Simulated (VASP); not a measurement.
A run of VASP 6.6.1 is set up as follows.

Contents of INCAR:

```
PREC     = Accurate       # precision mode
ENCUT    = 520            # plane-wave cutoff, eV
EDIFF    = 1E-6           # SCF threshold, eV
ISMEAR   = 0              # smearing method
SIGMA    = 0.1            # smearing width, eV
LREAL    = False          # projectors in reciprocal space
LASPH    = True           # aspherical terms in the spheres
NELM     = 80             # most SCF steps
ALGO     = Normal         # electronic algorithm
ISIF     = 2              # what is computed and relaxed
LWAVE    = False          # write WAVECAR
LCHARG   = False          # write CHGCAR
GGA      = PE             # functional
NBANDS   = 11             # bands
```

KPOINTS

```
Automatic mesh
0
Gamma
  6 6 6
```

POSCAR

```
BeS
1.0
    0.0000000000      2.3163279122      2.3163279122
    2.3163279122      0.0000000000      2.3163279122
    2.3163279122      2.3163279122      0.0000000000
Be S
1 1
Direct
    0.0000000000      0.0000000000      0.0000000000
    0.5000000000      0.5000000000      0.5000000000
```

Potentials or basis: VASP PAW PBE potentials, release 64 (Be, S).

Launch:

```sh
$ cat potpaw_PBE.64/Be/POTCAR potpaw_PBE.64/S/POTCAR > POTCAR
$ mpirun -np 1 vasp_std > vasp.out
```

(1) Predict the pressure.

(2) What does it give for the band gap on the k mesh?

Answers

(1) -0.1 GPa.

(2) 0.98 eV, indirect (least direct gap 4.15 eV).
